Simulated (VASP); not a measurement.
# Sb (R-3m) in VASP: notebook, part 2 of 2

VASP 6.6.1. The steps go on from the part before.

## (3) Single point, PBE (28.05 Å³/atom)

File INCAR:

```
SYSTEM = Sb
PREC = Accurate ; ENCUT = 520
EDIFF = 1E-6 ; ISMEAR = 0
SIGMA = 0.1 ; LREAL = .FALSE.
LASPH = .TRUE. ; NELM = 100
ALGO = Normal ; ISIF = 2
LWAVE = .FALSE. ; LCHARG = .FALSE.
GGA = PE ; NBANDS = 12
```

File KPOINTS:

```
Automatic mesh
0
G
  18 18 18
  0 0 0
```

File POSCAR:

```
Sb
1.0
    2.1319642068      1.2308901087      3.5627166436
   -2.1319642068      1.2308901087      3.5627166436
    0.0000000000     -2.4617802174      3.5627166436
Sb
2
Direct
    0.2397288027      0.2397288027      0.2397288027
    0.7602711973      0.7602711973      0.7602711973
```

Potentials or basis: VASP PAW PBE potentials, release 64 (Sb).

Launch:

```bash
> cat potpaw_PBE.64/Sb/POTCAR > POTCAR
> mpirun -np 1 vasp_std > vasp.out
```

OUTCAR:

```text
SYSTEM = Sb
   PREC = Accurate
   ENCUT = 520
   EDIFF = 1E-6
   ISMEAR = 0
   LREAL = .FALSE.
   LASPH = .TRUE.
   NELM = 100
   ISIF = 2
   GGA = PE

 ion  position               nearest neighbor table
   1  0.240  0.240  0.240-   2 2.92   2 2.92   2 2.92   2 3.17   2 3.17   2 3.17
   2  0.760  0.760  0.760-   1 2.92   1 2.92   1 2.92   1 3.17   1 3.17   1 3.17

  LATTYP: Found a trigonal (rhomboedric) cell.
 ALAT       =     4.3305094067
 COS(alpha) =     0.5152566708

  Lattice vectors:

 A1 = (   2.1319642068,   1.2308901087,   3.5627166436)
 A2 = (  -2.1319642068,   1.2308901087,   3.5627166436)
 A3 = (   0.0000000000,  -2.4617802174,   3.5627166436)

Analysis of symmetry for initial positions (statically):
=====================================================================
 Subroutine PRICEL returns:
 Original cell was already a primitive cell.

 Routine SETGRP: Setting up the symmetry group for a
 trigonal (rhombohedral) supercell.

 Subroutine GETGRP returns: Found 12 space group operations
 (whereof 12 operations were pure point group operations)
[... 176 lines left out ...]
      4       6.2324      2.00000
      5       6.2324      2.00000
      6      10.8943      0.00000
      7      11.2275      0.00000
      8      11.2275      0.00000
      9      12.9154      0.00000
     10      12.9154      0.00000
     11      13.0481      0.00000
     12      14.6773      0.00000
[... 331 lines left out ...]
 k-point    24 :      -0.2222    0.0556    0.0000
  band No.  band energies     occupation
      1      -4.2764      2.00000
      2       1.2502      2.00000
      3       5.7160      2.00000
      4       6.6467      2.00000
      5       7.5014      2.00000
      6       9.0566      0.00000
      7       9.2504      0.00000
      8      10.6397      0.00000
      9      12.8419      0.00000
     10      13.5864      0.00000
     11      14.5527      0.00000
     12      17.2266      0.00000

 [... further k-points ...]

------------------------ aborting loop because EDIFF is reached ----------------------------------------

  FORCE on cell =-STRESS in cart. coord.  units (eV):
  Direction    XX          YY          ZZ          XY          YZ          ZX
  --------------------------------------------------------------------------------------
  -------------------------------------------------------------------------------------
  Total        2.1053687      2.1053687      2.0743146     -0.0000000      0.0000000      0.0000000
  in kB       60.1321911     60.1321911     59.2452421     -0.0000000      0.0000000      0.0000000
  external PRESSURE =      59.8365415 kB  Pullay stress =       0.0000000 kB

 VOLUME and BASIS-vectors are now :
 -----------------------------------------------------------------------------
  energy-cutoff  :      520.00
  volume of cell :       56.10
      direct lattice vectors                 reciprocal lattice vectors
     2.131964207  1.230890109  3.562716644     0.234525513  0.135403368  0.093561562
    -2.131964207  1.230890109  3.562716644    -0.234525513  0.135403368  0.093561562
     0.000000000 -2.461780217  3.562716644     0.000000000 -0.270806737  0.093561562

 POSITION                                       TOTAL-FORCE (eV/Angst)
 -----------------------------------------------------------------------------------
      0.00000      0.00000      2.56226         0.000000      0.000000      0.029659
      0.00000      0.00000      8.12589         0.000000     -0.000000     -0.029659
 -----------------------------------------------------------------------------------
    total drift:                                0.000000      0.000000     -0.000000

  FREE ENERGIE OF THE ION-ELECTRON SYSTEM (eV)
  ---------------------------------------------------
  free  energy   TOTEN  =        -8.1550427297 eV

  energy  without entropy=       -8.1532068551  energy(sigma->0) =       -8.15412479
```

OSZICAR:

```text
N       E                     dE             d eps       ncg     rms          rms(c)
DAV:   1     0.352245781251E+02    0.35225E+02   -0.36166E+03 13920   0.661E+02
DAV:   2    -0.626715309851E+01   -0.41492E+02   -0.39917E+02 18340   0.109E+02
DAV:   3    -0.813859830167E+01   -0.18714E+01   -0.18539E+01 16984   0.255E+01
DAV:   4    -0.815396750951E+01   -0.15369E-01   -0.15366E-01 16128   0.280E+00
DAV:   5    -0.815414298441E+01   -0.17547E-03   -0.17547E-03 17052   0.328E-01    0.321E+00
DAV:   6    -0.815428281770E+01   -0.13983E-03   -0.19029E-03 16316   0.298E-01    0.195E+00
DAV:   7    -0.815491337127E+01   -0.63055E-03   -0.45411E-03 16192   0.456E-01    0.789E-02
DAV:   8    -0.815502285304E+01   -0.10948E-03   -0.13791E-04 17192   0.726E-02    0.226E-02
DAV:   9    -0.815504145565E+01   -0.18603E-04   -0.27727E-05 16408   0.323E-02    0.376E-03
DAV:  10    -0.815504251354E+01   -0.10579E-05   -0.23306E-06 16520   0.854E-03    0.106E-03
DAV:  11    -0.815504272966E+01   -0.21612E-06   -0.24918E-07  8952   0.311E-03
   1 F= -.81550427E+01 E0= -.81541248E+01  d E =-.183587E-02
```

stdout:

```text
POSCAR found type information on POSCAR Sb
 POSCAR found :  1 types and       2 ions
 scaLAPACK will be used
 LDA part: xc-table for (Slater+PW92), standard interpolation
 POSCAR, INCAR and KPOINTS ok, starting setup
 FFT: planning ... GRIDC
 FFT: planning ... GRID_SOFT
 FFT: planning ... GRID
 WAVECAR not read
 entering main loop
```

Run time: 6.2 min. Hardware: 1 thread of Intel Xeon 8259CL, shared host; peak memory 0.44 GiB.

Results:

```
Free energy            : -8.1550 eV
Pressure               : 6.0 GPa
Largest force          : 0.030 eV/Å
Band gap on the k mesh : zero (bands 5 and 6 overlap by 0.55 eV)
```

Forces in eV/Å, atoms in the order of the input:
```
Sb   0.000  0.000  0.030
Sb   0.000  0.000 -0.030
```

Caveat: the cell stands under pressure; spin-orbit coupling is left out, which moves the levels of the heavy elements.

## (4) Single point, PBE (29.00 Å³/atom)

This run uses another cell than the first one, of 29.00 Å³/atom.

File INCAR:

```
SYSTEM = Sb
ALGO     = Normal         ! electronic algorithm
EDIFF    = 1E-6           ! SCF threshold, eV
ENCUT    = 520            ! plane-wave cutoff, eV
GGA      = PE             ! functional
ISIF     = 2              ! what is computed and relaxed
ISMEAR   = 0              ! smearing method
LASPH    = .TRUE.         ! aspherical terms in the spheres
LCHARG   = .TRUE.         ! write CHGCAR
LELF     = .TRUE.         ! ELF
LREAL    = .FALSE.        ! projectors in reciprocal space
LVHAR    = .TRUE.       
LWAVE    = .FALSE.        ! write WAVECAR
NBANDS   = 12             ! bands
NELM     = 80             ! most SCF steps
PREC     = Accurate       ! precision mode
SIGMA    = 0.1            ! smearing width, eV
```

File KPOINTS:

```
k-points
0
G
  18 18 18
  0 0 0
```

File POSCAR:

```
Sb
1.0
    2.1483085820      1.2403265382      3.6283276160
   -2.1483085820      1.2403265382      3.6283276160
    0.0000000000     -2.4806530763      3.6283276160
Sb
2
Direct
    0.2378972104      0.2378972104      0.2378972104
    0.7621027896      0.7621027896      0.7621027896
```

Launch:

```bash
> cat potpaw_PBE.64/Sb/POTCAR > POTCAR
> mpirun -np 1 vasp_std > vasp.out
```

Run time: 8.7 min. Hardware: 1 thread of Intel Xeon 8259CL, shared host; peak memory 0.47 GiB.

Results (log left out):

```yaml
Free_energy: -8.2126 eV
Pressure: 4.0 GPa
Largest_force: 0.031 eV/Å
Band_gap_on_the_k_mesh: zero (bands 5 and 6 overlap by 0.32 eV)
```

Forces on the atoms (eV/Å):
```
Sb   0.000  0.000  0.031
Sb   0.000  0.000 -0.031
```

Stress tensor (GPa, compression positive):
```
4.02 0.00 0.00
0.00 4.02 0.00
0.00 0.00 3.91
```

Levels at points of the mesh, in eV from the Fermi level:
```tsv
k point	band 1	band 2	band 3	band 4	band 5	band 6	band 7	band 8	band 9	band 10
(0.00, 0.00, 0.00)	-12.87	-4.49	-1.96	-1.82	-1.82	2.57	2.98	2.98	4.91	4.91
(0.50, 0.00, 0.00)	-10.35	-9.81	-1.63	-1.46	-0.33	-0.06	0.17	0.28	8.10	8.73
(0.50, 0.50, 0.00)	-10.35	-7.79	-5.73	-3.85	-3.79	1.66	5.28	5.59	7.45	8.91
(0.50, 0.50, 0.50)	-10.94	-9.31	-1.19	-1.19	-0.31	-0.12	-0.12	0.93	7.61	8.96
```

Caveat: the cell stands under pressure; spin-orbit coupling is left out, which moves the levels of the heavy elements.

## (5) The runs side by side

| task | cell | cutoff (eV) | gap on the mesh (eV) | pressure (GPa) | largest force (eV/Å) |
| --- | --- | --- | --- | --- | --- |
| relaxation of shape and atoms at fixed volume | relaxed from a = 4.346 Å, angles 58.5°, 2 atoms, atomic positions A | 600 | none | 5.9 | - |
| single point | a = 4.331 Å, angles 59.0°, 2 atoms, atomic positions B | 520 | none | 6.0 | 0.03 |
| single point | a = 4.395 Å, angles 58.5°, 2 atoms, atomic positions A | 520 | none | 4.0 | 0.03 |

Alike in all rows: level PBE; potentials or basis VASP PAW PBE potentials, release 64 (Sb); no spin polarisation; k mesh 18 × 18 × 18; smearing gaussian 0.1 eV.

Caveats: spin-orbit coupling is left out, which moves the levels of the heavy elements; the cell stands under pressure (at least some runs).

Total energies depend on the potentials used, so only differences within one code and one set of settings carry meaning.
